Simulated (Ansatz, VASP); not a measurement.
**Al6N in VASP and in Ansatz**

INCAR

```
  PREC = Accurate
  ENCUT = 520
  EDIFF = 1E-6
  ISMEAR = 0
  SIGMA = 0.2
  LREAL = False
  LASPH = True
  NELM = 80
  ALGO = Normal
  ISIF = 2
  LWAVE = False
  LCHARG = False
  GGA = PE
  NBANDS = 36
```

The input KPOINTS:

```
Automatic mesh
0
Gamma
  12 12 1
```

The input POSCAR:

```
Al6N
1.0
    2.9842052462      0.0000000000      0.0000000000
   -1.4921026231      2.5843975533      0.0000000000
    0.0000000000      0.0000000000     27.8782657887
Al N
12 2
Direct
    0.6666666667      0.3333333333      0.6757156565
    0.0000000000      0.0000000000      0.7563024417
    0.3333333333      0.6666666667      0.8376543289
    0.3333333333      0.6666666667      0.5945310363
    0.3333333333      0.6666666667      0.0906850125
    0.6666666667      0.3333333333      0.1844851436
    0.0000000000      0.0000000000      0.9980784183
    0.0000000000      0.0000000000      0.2712107615
    0.6666666667      0.3333333333      0.9189662494
    0.6666666667      0.3333333333      0.4318876643
    0.0000000000      0.0000000000      0.5133699276
    0.3333333333      0.6666666667      0.3507536351
    1.0000000000      0.0000000000      0.0662779530
    0.3333333333      0.6666666667      0.1583817710
```

Input for Ansatz:

```yaml
crystal:
  lattice:
    - [2.9842052462, 0.0, 0.0]
    - [-1.4921026231, 2.5843975533, 0.0]
    - [0.0, 0.0, 27.8782657887]
  atoms:
    - { symbol: Al, position: [0.6666666667, 0.3333333333, 0.6757156565] }
    - { symbol: Al, position: [0.0, 0.0, 0.7563024417] }
    - { symbol: Al, position: [0.3333333333, 0.6666666667, 0.8376543289] }
    - { symbol: Al, position: [0.3333333333, 0.6666666667, 0.5945310363] }
    - { symbol: Al, position: [0.3333333333, 0.6666666667, 0.0906850125] }
    - { symbol: Al, position: [0.6666666667, 0.3333333333, 0.1844851436] }
    - { symbol: Al, position: [0.0, 0.0, 0.9980784183] }
    - { symbol: Al, position: [0.0, 0.0, 0.2712107615] }
    - { symbol: Al, position: [0.6666666667, 0.3333333333, 0.9189662494] }
    - { symbol: Al, position: [0.6666666667, 0.3333333333, 0.4318876643] }
    - { symbol: Al, position: [0.0, 0.0, 0.5133699276] }
    - { symbol: Al, position: [0.3333333333, 0.6666666667, 0.3507536351] }
    - { symbol: "N", position: [1.0, 0.0, 0.066277953] }
    - { symbol: "N", position: [0.3333333333, 0.6666666667, 0.158381771] }
basis:
  ecutwfc: 420
kpoints:
  mp_grid: { grid: [12, 12, 1] }
hamiltonian:
  xc: pbe
scf:
  occupations: { method: gaussian, width: 0.2 }
  lower_state_search: "off"
output:
  forces: true
  stress: true
  eigenvalues: true
```

Alike in both runs: task single point; functional PBE; k mesh 12 × 12 × 1; occupations gaussian, width 0.2 eV; no spin polarisation.

|  | VASP | Ansatz |
| --- | --- | --- |
| version | VASP 6.6.1 | Ansatz 0.2.0 |
| potentials or method | VASP PAW PBE potentials, release 64 (Al, N), cutoff 520 eV | scalar-relativistic, plane waves, PAW |
| valence electrons in the cell | 46 | 46 |

Ansatz gave:

| Quantity | Value |
| --- | --- |
| gap on the k mesh at the Fermi level (eV) | none |
| pressure (GPa) | 0.0 |
| traceless stress, the component that is largest in VASP (GPa) | 0.11 |
| rms of the force components (eV/Å) | 0.008 |

Task: Which values does VASP return?

Result: gap on the k mesh at the Fermi level (eV): none; pressure (GPa): 0.0; traceless stress, the component that is largest in VASP (GPa): 0.07; rms of the force components (eV/Å): 0.009.

Atom by atom the forces differ by 0.002 eV/Å (rms over components). A gap of «none» marks a metal or a gap that the smearing closes. With one functional, cell and mesh, what is left measures potentials, basis and numerics.
